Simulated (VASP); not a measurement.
A run of VASP 6.6.1:

File INCAR:

```
ALGO     = Normal         # electronic algorithm
EDIFF    = 1E-6           # SCF threshold, eV
ENCUT    = 600            # plane-wave cutoff, eV
GGA      = PS             # functional
GGA_COMPAT= F            
ISIF     = 2              # what is computed and relaxed
ISMEAR   = -1             # smearing method
LASPH    = T              # aspherical terms in the spheres
LCHARG   = F              # write CHGCAR
LREAL    = F              # projectors in reciprocal space
LWAVE    = F              # write WAVECAR
NBANDS   = 8              # bands
NELM     = 120            # most SCF steps
PREC     = Accurate       # precision mode
SIGMA    = 0.1            # smearing width, eV
```

Contents of KPOINTS:

```
k-points
0
Gamma
  18 18 18
```

POSCAR

```
C
1.0
    0.0000000000      1.5180457172      1.5180457172
    1.5180457172      0.0000000000      1.5180457172
    1.5180457172      1.5180457172      0.0000000000
C
1
Direct
    0.0000000000      0.0000000000      0.0000000000
```

Potentials or basis: VASP PAW PBE potentials, release 64 (C).

Command:

```bash
$ cat potpaw_PBE.64/C/POTCAR > POTCAR
$ mpirun -np 1 vasp_std > vasp.out
```

Hardware: 1 thread of Intel(R) Xeon(R) 6975P-C (Granite Rapids), with other jobs on the host.

**Question.** How long does it take, and how much memory?

**Answer.** Wall time 4.3 s on 1 thread of Intel(R) Xeon(R) 6975P-C (Granite Rapids) (shared host), peak memory 0.11 GiB. Counts: scf iterations 9, k points 195.
